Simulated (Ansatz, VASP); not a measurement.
# Two plane-wave programs on BAs

```xyz
2
Lattice="0.0000 2.3600 2.3600 2.3600 0.0000 2.3600 2.3600 2.3600 0.0000" Properties=species:S:1:pos:R:3 pbc="T T T"
B     0.0000    0.0000    0.0000
As    1.1800    1.1800    1.1800
```

Alike in both runs: task single point; functional PBEsol; k mesh 8 × 8 × 8; non-collinear spin, spin-orbit coupling.

|  | VASP | Ansatz |
| --- | --- | --- |
| version | VASP 6.6.1 | Ansatz 0.2.0 |
| potentials or method | VASP PAW PBE potentials, release 64 (B, As), cutoff 500 eV | plane waves, PAW |
| occupations | gaussian, width 0.01 eV | fixed |
| valence electrons in the cell | 8 | 18 |

```tsv
	VASP	Ansatz	Ansatz less VASP
net moment per atom (μB)	0.00	0.00	0.000
```

VASP's potentials were made for PBE, not for PBEsol, and Ansatz warns of the same on its side. VASP's potentials hold 8 valence electrons a cell and Ansatz's 18, so a difference there can come from the potentials and not from the codes.
